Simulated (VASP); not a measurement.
# Ta (Im-3m) in VASP: a series of runs

Ta is run at these levels: PBE; tasks: single point.

Everything below comes from runs of VASP 6.6.1. Logs are shortened: lines on timing, memory, paths and dates and some standing lists are left out, and cuts for length are marked.

## Step 1: The cell of the first run

It takes space group Im-3m (No. 229, cubic). Conventional cell: a = 3.322 Å, b = 3.322 Å, c = 3.322 Å, α = 90.00°, β = 90.00°, γ = 90.00°. Within 3.8 Å of Ta (site symmetry m-3m) lie 14 Ta at 2.88 to 3.32 Å.

## Step 2: Single point, PBE

INCAR

```
ALGO = Normal
EDIFF = 1E-6
ENCUT = 500
GGA = PE
GGA_COMPAT = F
ISIF = 2
ISMEAR = -1
LASPH = T
LCHARG = T
LELF = T
LREAL = F
LVHAR = T
LWAVE = F
NBANDS = 12
NELM = 120
PREC = Accurate
SIGMA = 0.1
```

KPOINTS

```
k-points
0
Gamma
  22 22 22
```

POSCAR

```
Ta
1.0
   -1.6608180494      1.6608180494      1.6608180494
    1.6608180494     -1.6608180494      1.6608180494
    1.6608180494      1.6608180494     -1.6608180494
Ta
1
Direct
    0.0000000000      0.0000000000      0.0000000000
```

Potentials or basis: VASP PAW PBE potentials, release 64 (Ta_pv).

Run with:

```
$ cat potpaw_PBE.64/Ta_pv/POTCAR > POTCAR
$ mpirun -np 1 vasp_std > vasp.out
```

OUTCAR:

```text
EDIFF = 1E-6
   ENCUT = 500
   GGA = PE
   ISIF = 2
   ISMEAR = -1
   LASPH = T
   LREAL = F
   NELM = 120
   PREC = Accurate

 ion  position               nearest neighbor table
   1  0.000  0.000  0.000-

  LATTYP: Found a body centered cubic cell.
 ALAT       =     3.3216360988

  Lattice vectors:

 A1 = (  -1.6608180494,   1.6608180494,   1.6608180494)
 A2 = (   1.6608180494,  -1.6608180494,   1.6608180494)
 A3 = (   1.6608180494,   1.6608180494,  -1.6608180494)

Analysis of symmetry for initial positions (statically):
=====================================================================
 Subroutine PRICEL returns:
 Original cell was already a primitive cell.

 Routine SETGRP: Setting up the symmetry group for a
 body centered cubic supercell.

 Subroutine GETGRP returns: Found 48 space group operations
 (whereof 48 operations were pure point group operations)
 out of a pool of 48 trial point group operations.

The static configuration has the point symmetry O_h .

Analysis of symmetry for dynamics (positions and initial velocities):
=====================================================================
 Subroutine PRICEL returns:
 Original cell was already a primitive cell.

 Routine SETGRP: Setting up the symmetry group for a
 body centered cubic supercell.

 Subroutine GETGRP returns: Found 48 space group operations
 (whereof 48 operations were pure point group operations)
 out of a pool of 48 trial point group operations.

The dynamic configuration has the point symmetry O_h .

 Subroutine INISYM returns: Found 48 space group operations
 (whereof 48 operations are pure point group operations),
 and found     1 'primitive' translations

----------------------------------------------------------------------------------------

                                     Primitive cell

  volume of cell :      18.3242

  direct lattice vectors                    reciprocal lattice vectors
    -1.660818049  1.660818049  1.660818049     0.000000000  0.301056458  0.301056458
     1.660818049 -1.660818049  1.660818049     0.301056458  0.000000000  0.301056458
     1.660818049  1.660818049 -1.660818049     0.301056458  0.301056458  0.000000000

  length of vectors
     2.876621244  2.876621244  2.876621244     0.425758127  0.425758127  0.425758127

  position of ions in fractional coordinates (direct lattice)
     0.000000000  0.000000000  0.000000000

  ion indices of the primitive-cell ions
   primitive index   ion index
                 1           1

----------------------------------------------------------------------------------------

 KPOINTS: k-points

Automatic generation of k-mesh.
 Grid dimensions read from file:
 generate k-points for:   22   22   22

 Generating k-lattice:

  Cartesian coordinates                     Fractional coordinates (reciprocal lattice)
     0.000000000  0.013684384  0.013684384     0.045454545  0.000000000  0.000000000
     0.013684384  0.000000000  0.013684384     0.000000000  0.045454545  0.000000000
     0.013684384  0.013684384  0.000000000     0.000000000  0.000000000  0.045454545

  Length of vectors
     0.019352642  0.019352642  0.019352642

  Shift w.r.t. Gamma in fractional coordinates (k-lattice)
     0.000000000  0.000000000  0.000000000

 Subroutine IBZKPT returns following result:
 ===========================================

 Found    328 irreducible k-points:

 Following reciprocal coordinates:
            Coordinates               Weight
  0.000000  0.000000  0.000000      1.000000
  0.045455  0.000000  0.000000     12.000000
  0.090909  0.000000  0.000000     12.000000
  0.136364  0.000000  0.000000     12.000000
  0.181818  0.000000  0.000000     12.000000
  0.227273  0.000000  0.000000     12.000000
[... 16 lines left out ...]
  0.090909  0.090909  0.000000     24.000000
  0.136364  0.090909 -0.000000     48.000000
 [... further k-points ...]
   k-points           NKPTS =    328   k-points in BZ     NKDIM =    328   number of bands    NBANDS=     12
   number of dos      NEDOS =    301   number of ions     NIONS =      1
   total plane-waves  NPLWV =  13824
   dimension x,y,z NGX =    24 NGY =   24 NGZ =   24
   dimension x,y,z NGXF=    48 NGYF=   48 NGZF=   48
   ions per type =               1
   NGX,Y,Z   is equivalent  to a cutoff of  13.87, 13.87, 13.87 a.u.
   NGXF,Y,Z  is equivalent  to a cutoff of  27.74, 27.74, 27.74 a.u.
 SYSTEM =  unknown system
   PREC   = accura    normal or accurate (medium, high low for compatibility)
   ISTART =      0    job   : 0-new  1-cont  2-samecut
   ICHARG =      2    charge: 1-file 2-atom 10-const
   ISPIN  =      1    spin polarized calculation?
   LNONCOLLINEAR =      F non collinear calculations
   LSORBIT =      F    spin-orbit coupling
   LASPH  =      T    aspherical Exc in radial PAW
   ENCUT  =  500.0 eV  36.75 Ry    6.06 a.u.   5.24  5.24  5.24*2*pi/ulx,y,z
   NELM   =    120;   NELMIN=  2; NELMDL= -5     # of ELM steps
   EDIFF  = 0.1E-05   stopping-criterion for ELM
   LREAL  =      F    real-space projection
   EDIFFG = 0.1E-04   stopping-criterion for IOM
   NSW    =      0    number of steps for IOM
   IBRION =     -1    ionic relax: 0-MD 1-quasi-New 2-CG
   NFREE  =      0    steps in history (QN), initial steepest desc. (CG)
   ISIF   =      2    stress and relaxation
   ISYM   =      2    0-nonsym 1-usesym 2-fastsym
   POTIM  = 0.5000    time-step for ionic-motion
   TEBEG  =    0.0;   TEEND  =   0.0 temperature during run
   PSTRESS=    0.0 pullay stress
   NELECT =      11.0000    total number of electrons
   NUPDOWN=      -1.0000    fix difference up-down
   EMIN   =  10.00;   EMAX   =-10.00  energy-range for DOS
   EFERMI =   0.00;   METHOD = LEGACY
   ISMEAR =    -1;   SIGMA  =   0.10  broadening in eV -4-tet -1-fermi 0-gaus
   EFERMI_NEDOS =   21; number of points for ismear=-14 and -15
   IALGO  =     38    algorithm
   IMIX   =      4    mixing-type and parameters
     AMIX     =   0.40;   BMIX     =  1.00
     AMIX_MAG =   1.60;   BMIX_MAG =  1.00
  volume/ion in A,a.u.               =      18.32       123.66
  Fermi-wavevector in a.u.,A,eV,Ry     =   1.381011  2.609732 25.948898  1.907190
  Thomas-Fermi vector in A             =   2.505835
   LORBIT       =      0    0 simple, 1 ext, 2 COOP (PROOUT), +10 PAW based schemes
   GGA     = PE    functional components
   LHFCALC =     F    Hartree Fock is set to
   AEXX    =    0.0000 exact exchange contribution
   IVDW    =     0    specifies the selected vdW correction
   LEPSILON=     F    determine dielectric tensor
   LRPA    =     F    only Hartree local field effects (RPA)
 non-spin polarized calculation
  energy-cutoff  :      500.00
  volume of cell :       18.32
 maximum number of plane-waves:       478
 NGX is ok and might be reduce to    24
   NGX = 11   NGY = 11   NGZ = 11

 number of electron      11.0000000 magnetization

 Free energy of the ion-electron system (eV)
  ---------------------------------------------------
  ext. energy  EPLUGINS =         0.00000000
  ---------------------------------------------------
  free energy    TOTEN  =       -11.83446848 eV

  energy without entropy =      -11.78994944  energy(sigma->0) =      -11.81220896

 E-fermi :   5.3590     XC(G=0): -12.5304

 val. band max:        5.3559149503   @ k =   0.3182   0.0909   0.0909
 cond. band min:       5.3608587599   @ k =  -0.2273   0.2273   0.1818
 fundamental gap:      0.0049438096
 Fermi energy:         5.3590326998

 k-point     1 :       0.0000    0.0000    0.0000
  band No.  band energies     occupation
      1     -27.7919      2.00000
      2     -27.7919      2.00000
      3     -27.7919      2.00000
      4      -2.5022      2.00000
      5       6.0821      0.00145
      6       6.0821      0.00145
      7       6.0821      0.00145
      8       9.2945      0.00000
      9       9.2945      0.00000
     10      19.9861      0.00000
     11      20.2773      0.00000
     12      20.2773      0.00000

 k-point     2 :       0.0455    0.0000    0.0000
  band No.  band energies     occupation
      1     -27.8164      2.00000
      2     -27.7995      2.00000
      3     -27.7921      2.00000
      4      -2.4113      2.00000
      5       6.0225      0.00262
      6       6.0661      0.00170
      7       6.1707      0.00060
      8       9.1948      0.00000
      9       9.2945      0.00000
     10      19.9860      0.00000
     11      20.3602      0.00000
     12      20.4371      0.00000

 k-point     3 :       0.0909    0.0000    0.0000
  band No.  band energies     occupation
      1     -27.8871      2.00000
      2     -27.8214      2.00000
      3     -27.7924      2.00000
      4      -2.1444      2.00000
      5       5.8539      0.01409
      6       6.0037      0.00317
      7       6.4347      0.00004
      8       8.9582      0.00000
      9       9.2979      0.00000
     10      19.9859      0.00000
     11      20.5829      0.00000
     12      20.9058      0.00000
[... 286 lines left out ...]
 k-point    23 :       0.0909    0.0909    0.0000
  band No.  band energies     occupation
      1     -28.0583      2.00000
      2     -27.8540      2.00000
      3     -27.8152      2.00000
      4      -1.4736      2.00000
      5       5.5504      0.25712
      6       5.6502      0.10314
      7       7.1785      0.00000
      8       8.5250      0.00000
      9       9.4321      0.00000
     10      19.9852      0.00000
     11      21.0971      0.00000
     12      21.9201      0.00000

 k-point    24 :       0.1364    0.0909   -0.0000
  band No.  band energies     occupation
      1     -28.1849      2.00000
      2     -27.8950      2.00000
      3     -27.8223      2.00000
      4      -0.9369      2.00000
      5       5.2762      1.39209
      6       5.4045      0.77636
      7       7.7954      0.00000
      8       8.3840      0.00000
      9       9.5490      0.00000
     10      19.9843      0.00000
     11      21.3684      0.00000
     12      22.1677      0.00000

 [... further k-points ...]
[... 5 lines left out ...]
  --------------------------------------------------------------------------------------
  -------------------------------------------------------------------------------------
  Total       -0.0106903     -0.0106903     -0.0106903     -0.0000000     -0.0000000      0.0000000
  in kB       -0.9347003     -0.9347003     -0.9347003     -0.0000000     -0.0000000      0.0000000
  external PRESSURE =      -0.9347003 kB  Pullay stress =       0.0000000 kB

 VOLUME and BASIS-vectors are now :
 -----------------------------------------------------------------------------
  energy-cutoff  :      500.00
  volume of cell :       18.32
      direct lattice vectors                 reciprocal lattice vectors
    -1.660818049  1.660818049  1.660818049     0.000000000  0.301056458  0.301056458
     1.660818049 -1.660818049  1.660818049     0.301056458  0.000000000  0.301056458
     1.660818049  1.660818049 -1.660818049     0.301056458  0.301056458  0.000000000

 POSITION                                       TOTAL-FORCE (eV/Angst)
 -----------------------------------------------------------------------------------
      0.00000      0.00000      0.00000         0.000000     -0.000000     -0.000000
 -----------------------------------------------------------------------------------
    total drift:                                0.000000      0.000000      0.000000

  FREE ENERGIE OF THE ION-ELECTRON SYSTEM (eV)
  ---------------------------------------------------
  free  energy   TOTEN  =       -11.8344684815 eV

  energy  without entropy=      -11.7899494428  energy(sigma->0) =      -11.81220896
```

Wall time 22 s (1 thread of Intel Xeon Platinum 8559C (Emerald Rapids), shared host); peak memory 0.19 GiB.

What came out:

```
Free energy : -11.8345 eV
Pressure    : -0.1 GPa
```

Caveat: spin-orbit coupling is left out, which moves the levels of the heavy elements.

## Step 3: Single point, PBE

INCAR

```
SYSTEM = Ta
PREC     = Accurate       ! precision mode
ENCUT    = 520            ! plane-wave cutoff, eV
EDIFF    = 1E-6           ! SCF threshold, eV
ISMEAR   = -1             ! smearing method
SIGMA    = 1.0            ! smearing width, eV
LREAL    = .False.        ! projectors in reciprocal space
LASPH    = .True.         ! aspherical terms in the spheres
NELM     = 60             ! most SCF steps
ALGO     = Normal         ! electronic algorithm
ISIF     = 2              ! what is computed and relaxed
LWAVE    = .False.        ! write WAVECAR
LCHARG   = .True.         ! write CHGCAR
GGA      = PE             ! functional
LELF     = .True.         ! ELF
LVHAR    = .True.       
NBANDS   = 12             ! bands
```

KPOINTS

```
Automatic mesh
0
Gamma
  13 13 13
  0 0 0
```

POSCAR

```
Ta
1.0
   -1.6607181506      1.6607181506      1.6607181506
    1.6607181506     -1.6607181506      1.6607181506
    1.6607181506      1.6607181506     -1.6607181506
Ta
1
Direct
    0.0000000000      0.0000000000      0.0000000000
```

Potentials or basis: VASP PAW PBE potentials, release 64 (Ta_pv).

Run with:

```
$ cat potpaw_PBE.64/Ta_pv/POTCAR > POTCAR
$ mpirun -np 1 vasp_std > vasp.out
```

It took 19 s on 1 thread of Intel Xeon 8259CL, shared host; peak memory 0.15 GiB.

The run converged. Its results:

| Property | Result |
| --- | --- |
| Free energy | -13.4480 eV |
| Pressure | 13.6 GPa |

Levels at points of the mesh, in eV from the Fermi level:
```tsv
k point	band 4	band 5	band 6	band 7	band 8	band 9
(0.00, 0.00, 0.00)	-8.36	0.30	0.30	0.30	3.51	3.51
```

Caveat: spin-orbit coupling is left out, which moves the levels of the heavy elements.

## Step 4: Single point, PBE

INCAR

```
SYSTEM = Ta
ALGO = Normal
EDIFF = 1E-7
ENCUT = 520
GGA = PE
ISIF = 2
ISMEAR = 0
LASPH = .TRUE.
LCHARG = .FALSE.
LREAL = .FALSE.
LWAVE = .FALSE.
NBANDS = 12
NELM = 100
PREC = Accurate
SIGMA = 0.01
```

KPOINTS

```
k-points
0
G
  13 13 13
  0 0 0
```

POSCAR is that of step 3.

Potentials or basis: VASP PAW PBE potentials, release 64 (Ta_pv).

Run with:

```
$ cat potpaw_PBE.64/Ta_pv/POTCAR > POTCAR
$ mpirun -np 1 vasp_std > vasp.out
```

OUTCAR:

```text
SYSTEM = Ta
   EDIFF = 1E-7
   ENCUT = 520
   GGA = PE
   ISIF = 2
   ISMEAR = 0
   LASPH = .TRUE.
   LREAL = .FALSE.
   NELM = 100
   PREC = Accurate

 ion  position               nearest neighbor table
   1  0.000  0.000  0.000-

  LATTYP: Found a body centered cubic cell.
 ALAT       =     3.3214363012

  Lattice vectors:

 A1 = (  -1.6607181506,   1.6607181506,   1.6607181506)
 A2 = (   1.6607181506,  -1.6607181506,   1.6607181506)
[... 531 lines left out ...]
      3     -27.8630      2.00000
      4       0.9329      2.00000
      5       4.2853      2.00000
      6       4.6869      2.00000
      7       9.0960      0.00000
      8       9.7031      0.00000
      9      10.7994      0.00000
     10      19.8522      0.00000
     11      19.9301      0.00000
     12      20.0959      0.00000

 [... further k-points ...]
[... 5 lines left out ...]
  --------------------------------------------------------------------------------------
  -------------------------------------------------------------------------------------
  Total        0.0516307      0.0516307      0.0516307     -0.0000000     -0.0000000      0.0000000
  in kB        4.5151380      4.5151380      4.5151380     -0.0000000     -0.0000000      0.0000000
  external PRESSURE =       4.5151380 kB  Pullay stress =       0.0000000 kB

 VOLUME and BASIS-vectors are now :
 -----------------------------------------------------------------------------
  energy-cutoff  :      520.00
  volume of cell :       18.32
      direct lattice vectors                 reciprocal lattice vectors
    -1.660718151  1.660718151  1.660718151     0.000000000  0.301074568  0.301074568
     1.660718151 -1.660718151  1.660718151     0.301074568  0.000000000  0.301074568
     1.660718151  1.660718151 -1.660718151     0.301074568  0.301074568  0.000000000

 POSITION                                       TOTAL-FORCE (eV/Angst)
 -----------------------------------------------------------------------------------
      0.00000      0.00000      0.00000        -0.000000      0.000000      0.000000
 -----------------------------------------------------------------------------------
    total drift:                                0.000000      0.000000     -0.000000

  FREE ENERGIE OF THE ION-ELECTRON SYSTEM (eV)
  ---------------------------------------------------
  free  energy   TOTEN  =       -11.8130845161 eV

  energy  without entropy=      -11.8129633165  energy(sigma->0) =      -11.81302392
```

OSZICAR:

```text
N       E                     dE             d eps       ncg     rms          rms(c)
DAV:   1     0.582937797884E+02    0.58294E+02   -0.60793E+03  2016   0.868E+02
DAV:   2    -0.112987844087E+02   -0.69593E+02   -0.67888E+02  2236   0.241E+02
DAV:   3    -0.122834492934E+02   -0.98466E+00   -0.98126E+00  2436   0.269E+01
DAV:   4    -0.122861583808E+02   -0.27091E-02   -0.27082E-02  2264   0.156E+00
DAV:   5    -0.122861672365E+02   -0.88557E-05   -0.88563E-05  2440   0.859E-02    0.131E+01
DAV:   6    -0.119233449827E+02    0.36282E+00   -0.29396E-01  2376   0.586E+00    0.632E+00
DAV:   7    -0.118139649046E+02    0.10938E+00   -0.26691E-01  2324   0.517E+00    0.373E-01
DAV:   8    -0.118130781209E+02    0.88678E-03   -0.74796E-03  2240   0.651E-01    0.921E-02
DAV:   9    -0.118130918991E+02   -0.13778E-04   -0.57199E-05  2372   0.777E-02    0.276E-02
DAV:  10    -0.118130845445E+02    0.73546E-05   -0.55278E-06  2232   0.258E-02    0.422E-03
DAV:  11    -0.118130845161E+02    0.28308E-07   -0.25502E-07  2228   0.555E-03
   1 F= -.11813085E+02 E0= -.11813024E+02  d E =-.121200E-03
```

stdout:

```text
POSCAR found type information on POSCAR Ta
 POSCAR found :  1 types and       1 ions
 scaLAPACK will be used
 LDA part: xc-table for (Slater+PW92), standard interpolation
 POSCAR, INCAR and KPOINTS ok, starting setup
 FFT: planning ... GRIDC
 FFT: planning ... GRID_SOFT
 FFT: planning ... GRID
 WAVECAR not read
 entering main loop
```

It took 16 s on 1 thread of Intel Xeon 8259CL, shared host; peak memory 0.15 GiB.

Results:

| Property | Result |
| --- | --- |
| Free energy | -11.8131 eV |
| Pressure | 0.5 GPa |

Caveat: spin-orbit coupling is left out, which moves the levels of the heavy elements.

## Step 5: Single point, PBE

INCAR

```
PREC = Accurate
ENCUT = 520
EDIFF = 1E-6
ISMEAR = 0
SIGMA = 0.03
LREAL = False
LASPH = True
NELM = 60
ALGO = Normal
ISIF = 2
LWAVE = False
LCHARG = False
GGA = PE
NBANDS = 12
```

KPOINTS

```
regular mesh
0
Gamma
  13 13 13
```

POSCAR is that of step 4.

Run with:

```
$ cat potpaw_PBE.64/Ta_pv/POTCAR > POTCAR
$ mpirun -np 1 vasp_std > vasp.out
```

Wall time 21 s (1 thread of Intel Xeon 8259CL, shared host); peak memory 0.15 GiB.

It converged, with:

| Item | Value |
| --- | --- |
| Free energy | -11.8133 eV |
| Pressure | 0.4 GPa |

Levels at points of the mesh, in eV from the Fermi level:
| k point | band 2 | band 3 | band 4 | band 5 | band 6 | band 7 | band 8 | band 9 |
| --- | --- | --- | --- | --- | --- | --- | --- | --- |
| (0.00, 0.00, 0.00) | -33.11 | -33.11 | -7.81 | 0.77 | 0.77 | 0.77 | 3.98 | 3.98 |

Caveat: spin-orbit coupling is left out, which moves the levels of the heavy elements.

## Step 6: Summary

| k mesh | cutoff (eV) | smearing | gap on the mesh (eV) | pressure (GPa) |
| --- | --- | --- | --- | --- |
| 22 × 22 × 22 | 500 | fermi-dirac 0.1 eV | none | -0.1 |
| 13 × 13 × 13 | 520 | fermi-dirac 1 eV | none | 13.6 |
| 13 × 13 × 13 | 520 | gaussian 0.01 eV | none | 0.5 |
| 13 × 13 × 13 | 520 | gaussian 0.03 eV | none | 0.4 |

Alike in all rows: task single point; level PBE; potentials or basis VASP PAW PBE potentials, release 64 (Ta_pv); no spin polarisation; cell as given.

Every run on the cell as given and a fine mesh finds a metal.

Caveats: spin-orbit coupling is left out, which moves the levels of the heavy elements.

Total energies depend on the potentials used, so only differences within one code and one set of settings carry meaning.
